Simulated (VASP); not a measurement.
# ZrO2 (Cubic zirconia) (Fm-3m) in VASP: further runs, part 2 of 3

VASP 6.6.1. The steps go on from the part before.

## Step 3: Single point, LDA

This run uses another cell than the first one, of 10.43 Å³/atom, 1.021 times its volume.

INCAR

```
SYSTEM = ZrO2
PREC     = Accurate       ! precision mode
ENCUT    = 600            ! plane-wave cutoff, eV
EDIFF    = 1E-6           ! SCF threshold, eV
ISMEAR   = 1              ! smearing method
SIGMA    = 0.1            ! smearing width, eV
LREAL    = .False.        ! projectors in reciprocal space
LASPH    = .True.         ! aspherical terms in the spheres
NELM     = 120            ! most SCF steps
ALGO     = Normal         ! electronic algorithm
ISIF     = 2              ! what is computed and relaxed
LWAVE    = .False.        ! write WAVECAR
LCHARG   = .True.         ! write CHGCAR
GGA      = CA             ! functional
LELF     = .True.         ! ELF
LVHAR    = .True.       
NBANDS   = 19             ! bands
GGA_COMPAT= .False.
```

KPOINTS

```
Automatic mesh
0
Gamma
  6 6 6
  0 0 0
```

POSCAR

```
ZrO2
1.0
    0.0000000000      2.5007390434      2.5007390434
    2.5007390434      0.0000000000      2.5007390434
    2.5007390434      2.5007390434      0.0000000000
Zr O
1 2
Direct
    0.0000000000      0.0000000000      0.0000000000
    0.2500000000      0.2500000000      0.2500000000
    0.7500000000      0.7500000000      0.7500000000
```

Potentials or basis: VASP PAW LDA potentials, release 64 (Zr_sv, O).

Launch:

```sh
$ cat potpaw_LDA.64/Zr_sv/POTCAR potpaw_LDA.64/O/POTCAR > POTCAR
$ mpirun -np 1 vasp_std > vasp.out
```

OUTCAR:

```text
SYSTEM = ZrO2
   PREC = Accurate
   ENCUT = 600
   EDIFF = 1E-6
   ISMEAR = 1
   LREAL = .False.
   LASPH = .True.
   NELM = 120
   ISIF = 2
   GGA = CA

 ion  position               nearest neighbor table
   1  0.000  0.000  0.000-   3 2.17   3 2.17   3 2.17   2 2.17   3 2.17   2 2.17   2 2.17   2 2.17

   2  0.250  0.250  0.250-   1 2.17   1 2.17   1 2.17   1 2.17
   3  0.750  0.750  0.750-   1 2.17   1 2.17   1 2.17   1 2.17

  LATTYP: Found a face centered cubic cell.
 ALAT       =     5.0014780868

  Lattice vectors:

 A1 = (   0.0000000000,   2.5007390434,   2.5007390434)
 A2 = (   2.5007390434,   0.0000000000,   2.5007390434)
 A3 = (   2.5007390434,   2.5007390434,   0.0000000000)

Analysis of symmetry for initial positions (statically):
=====================================================================
 Subroutine PRICEL returns:
 Original cell was already a primitive cell.

 Routine SETGRP: Setting up the symmetry group for a
 face centered cubic supercell.

 Subroutine GETGRP returns: Found 48 space group operations
 (whereof 48 operations were pure point group operations)
 out of a pool of 48 trial point group operations.

The static configuration has the point symmetry O_h .

Analysis of symmetry for dynamics (positions and initial velocities):
=====================================================================
 Subroutine PRICEL returns:
 Original cell was already a primitive cell.

 Routine SETGRP: Setting up the symmetry group for a
 face centered cubic supercell.

 Subroutine GETGRP returns: Found 48 space group operations
 (whereof 48 operations were pure point group operations)
 out of a pool of 48 trial point group operations.

The dynamic configuration has the point symmetry O_h .

 Subroutine INISYM returns: Found 48 space group operations
 (whereof 48 operations are pure point group operations),
 and found     1 'primitive' translations

----------------------------------------------------------------------------------------

                                     Primitive cell

  volume of cell :      31.2777

  direct lattice vectors                    reciprocal lattice vectors
     0.000000000  2.500739043  2.500739043    -0.199940894  0.199940894  0.199940894
     2.500739043  0.000000000  2.500739043     0.199940894 -0.199940894  0.199940894
     2.500739043  2.500739043  0.000000000     0.199940894  0.199940894 -0.199940894

  length of vectors
     3.536579071  3.536579071  3.536579071     0.346307787  0.346307787  0.346307787

  position of ions in fractional coordinates (direct lattice)
     0.000000000  0.000000000  0.000000000
     0.250000000  0.250000000  0.250000000
     0.750000000  0.750000000  0.750000000

  ion indices of the primitive-cell ions
   primitive index   ion index
                 1           1
                 2           2
                 3           3

----------------------------------------------------------------------------------------

 KPOINTS: Automatic mesh

Automatic generation of k-mesh.
 Grid dimensions read from file:
 generate k-points for:    6    6    6

 Generating k-lattice:

  Cartesian coordinates                     Fractional coordinates (reciprocal lattice)
    -0.033323482  0.033323482  0.033323482     0.166666667  0.000000000  0.000000000
     0.033323482 -0.033323482  0.033323482     0.000000000  0.166666667  0.000000000
     0.033323482  0.033323482 -0.033323482     0.000000000  0.000000000  0.166666667

  Length of vectors
     0.057717964  0.057717964  0.057717964

  Shift w.r.t. Gamma in fractional coordinates (k-lattice)
     0.000000000  0.000000000  0.000000000

 Subroutine IBZKPT returns following result:
 ===========================================

 Found     16 irreducible k-points:

 Following reciprocal coordinates:
            Coordinates               Weight
  0.000000  0.000000  0.000000      1.000000
  0.166667  0.000000  0.000000      8.000000
  0.333333  0.000000  0.000000      8.000000
  0.500000  0.000000  0.000000      4.000000
  0.166667  0.166667  0.000000      6.000000
  0.333333  0.166667  0.000000     24.000000
[... 8 lines left out ...]
 -0.333333  0.333333  0.166667     24.000000
 -0.333333  0.500000  0.166667     12.000000
   k-points           NKPTS =     16   k-points in BZ     NKDIM =     16   number of bands    NBANDS=     19
   number of dos      NEDOS =    301   number of ions     NIONS =      3
   total plane-waves  NPLWV =  21952
   dimension x,y,z NGX =    28 NGY =   28 NGZ =   28
   dimension x,y,z NGXF=    56 NGYF=   56 NGZF=   56
   ions per type =               1   2
   NGX,Y,Z   is equivalent  to a cutoff of  13.16, 13.16, 13.16 a.u.
   NGXF,Y,Z  is equivalent  to a cutoff of  26.32, 26.32, 26.32 a.u.
 SYSTEM =  ZrO2
   PREC   = accura    normal or accurate (medium, high low for compatibility)
   ISTART =      0    job   : 0-new  1-cont  2-samecut
   ICHARG =      2    charge: 1-file 2-atom 10-const
   ISPIN  =      1    spin polarized calculation?
   LNONCOLLINEAR =      F non collinear calculations
   LSORBIT =      F    spin-orbit coupling
   LASPH  =      T    aspherical Exc in radial PAW
   ENCUT  =  600.0 eV  44.10 Ry    6.64 a.u.   7.06  7.06  7.06*2*pi/ulx,y,z
   NELM   =    120;   NELMIN=  2; NELMDL= -5     # of ELM steps
   EDIFF  = 0.1E-05   stopping-criterion for ELM
   LREAL  =      F    real-space projection
   EDIFFG = 0.1E-04   stopping-criterion for IOM
   NSW    =      0    number of steps for IOM
   IBRION =     -1    ionic relax: 0-MD 1-quasi-New 2-CG
   NFREE  =      0    steps in history (QN), initial steepest desc. (CG)
   ISIF   =      2    stress and relaxation
   ISYM   =      2    0-nonsym 1-usesym 2-fastsym
   POTIM  = 0.5000    time-step for ionic-motion
   TEBEG  =    0.0;   TEEND  =   0.0 temperature during run
   PSTRESS=    0.0 pullay stress
   NELECT =      24.0000    total number of electrons
   NUPDOWN=      -1.0000    fix difference up-down
   EMIN   =  10.00;   EMAX   =-10.00  energy-range for DOS
   EFERMI =   0.00;   METHOD = LEGACY
   ISMEAR =     1;   SIGMA  =   0.10  broadening in eV -4-tet -1-fermi 0-gaus
   EFERMI_NEDOS =   21; number of points for ismear=-14 and -15
   IALGO  =     38    algorithm
   IMIX   =      4    mixing-type and parameters
     AMIX     =   0.40;   BMIX     =  1.00
     AMIX_MAG =   1.60;   BMIX_MAG =  1.00
  volume/ion in A,a.u.               =      10.43        70.36
  Fermi-wavevector in a.u.,A,eV,Ry     =   1.498765  2.832255 30.562719  2.246296
  Thomas-Fermi vector in A             =   2.610482
   LORBIT       =      0    0 simple, 1 ext, 2 COOP (PROOUT), +10 PAW based schemes
   GGA     = CA    functional components
   LHFCALC =     F    Hartree Fock is set to
   AEXX    =    0.0000 exact exchange contribution
   IVDW    =     0    specifies the selected vdW correction
   LEPSILON=     F    determine dielectric tensor
   LRPA    =     F    only Hartree local field effects (RPA)
 non-spin polarized calculation
 Methfessel and Paxton  Order N= 1 SIGMA  =   0.10
  energy-cutoff  :      600.00
  volume of cell :       31.28
 maximum number of plane-waves:      1056
   NGX = 15   NGY = 15   NGZ = 15

 number of electron      24.0000000 magnetization

 Free energy of the ion-electron system (eV)
  ---------------------------------------------------
  ext. energy  EPLUGINS =         0.00000000
  ---------------------------------------------------
  free energy    TOTEN  =       -31.36288345 eV

  energy without entropy =      -31.36299697  energy(sigma->0) =      -31.36292129

 E-fermi :   7.6360     XC(G=0): -12.5550

 val. band max:        7.5546682416   @ k =   0.5000   0.5000   0.0000
 cond. band min:      10.9232459926   @ k =   0.0000   0.0000   0.0000
 fundamental gap:      3.3685777509
 Fermi energy:         7.6360158799

 k-point     1 :       0.0000    0.0000    0.0000
  band No.  band energies     occupation
      1     -39.9426      2.00000
      2     -17.9347      2.00000
      3     -17.9347      2.00000
      4     -17.9347      2.00000
      5     -10.6255      2.00000
      6      -7.7570      2.00000
[... 11 lines left out ...]
     18      17.5971      0.00000
     19      22.0565      0.00000
[... 309 lines left out ...]
 k-point    16 :      -0.3333    0.5000    0.1667
  band No.  band energies     occupation
      1     -39.8563      2.00000
      2     -18.7188      2.00000
      3     -18.3588      2.00000
      4     -18.1668      2.00000
      5      -8.8868      2.00000
      6      -8.3504      2.00000
[... 11 lines left out ...]
     18      20.2943      0.00000
     19      22.8462      0.00000

------------------------ aborting loop because EDIFF is reached ----------------------------------------

  FORCE on cell =-STRESS in cart. coord.  units (eV):
  Direction    XX          YY          ZZ          XY          YZ          ZX
  --------------------------------------------------------------------------------------
  -------------------------------------------------------------------------------------
  Total        0.9311406      0.9311406      0.9311406      0.0000000      0.0000000      0.0000000
  in kB       47.6969614     47.6969614     47.6969614      0.0000000      0.0000000      0.0000000
  external PRESSURE =      47.6969614 kB  Pullay stress =       0.0000000 kB

 VOLUME and BASIS-vectors are now :
 -----------------------------------------------------------------------------
  energy-cutoff  :      600.00
  volume of cell :       31.28
      direct lattice vectors                 reciprocal lattice vectors
     0.000000000  2.500739043  2.500739043    -0.199940894  0.199940894  0.199940894
     2.500739043  0.000000000  2.500739043     0.199940894 -0.199940894  0.199940894
     2.500739043  2.500739043  0.000000000     0.199940894  0.199940894 -0.199940894

 POSITION                                       TOTAL-FORCE (eV/Angst)
 -----------------------------------------------------------------------------------
      0.00000      0.00000      0.00000         0.000000      0.000000     -0.000000
      1.25037      1.25037      1.25037        -0.000000     -0.000000     -0.000000
      3.75111      3.75111      3.75111         0.000000      0.000000      0.000000
 -----------------------------------------------------------------------------------
    total drift:                                0.000000      0.000000      0.000000

  FREE ENERGIE OF THE ION-ELECTRON SYSTEM (eV)
  ---------------------------------------------------
  free  energy   TOTEN  =       -31.3628834526 eV

  energy  without entropy=      -31.3629969680  energy(sigma->0) =      -31.36292129
```

Run time: 6 s. Hardware: 1 thread of Intel Xeon 6975P-C (Granite Rapids), shared host; peak memory 0.14 GiB.

Results:

* Free energy: -31.3629 eV
* Pressure: 4.8 GPa
* Band gap on the k mesh: 3.37 eV, indirect (least direct gap 3.84 eV)

Levels at points of the mesh, in eV from the valence-band top:
| k point | band 8 | band 9 | band 10 | band 11 | band 12 | band 13 | band 14 | band 15 | band 16 | band 17 |
| --- | --- | --- | --- | --- | --- | --- | --- | --- | --- | --- |
| (0.00, 0.00, 0.00) | -5.60 | -5.60 | -0.56 | -0.56 | -0.56 | 3.37 | 3.37 | 6.78 | 10.04 | 10.04 |
| (0.50, 0.00, 0.00) | -4.54 | -2.67 | -2.54 | -1.70 | -1.70 | 4.10 | 4.10 | 6.62 | 8.91 | 9.03 |
| (0.50, 0.50, 0.00) | -3.26 | -3.26 | -1.60 | -1.60 | 0.00 | 3.84 | 4.93 | 6.35 | 7.74 | 7.74 |

A k mesh can miss the band edges.

[end of part 2 of 3]
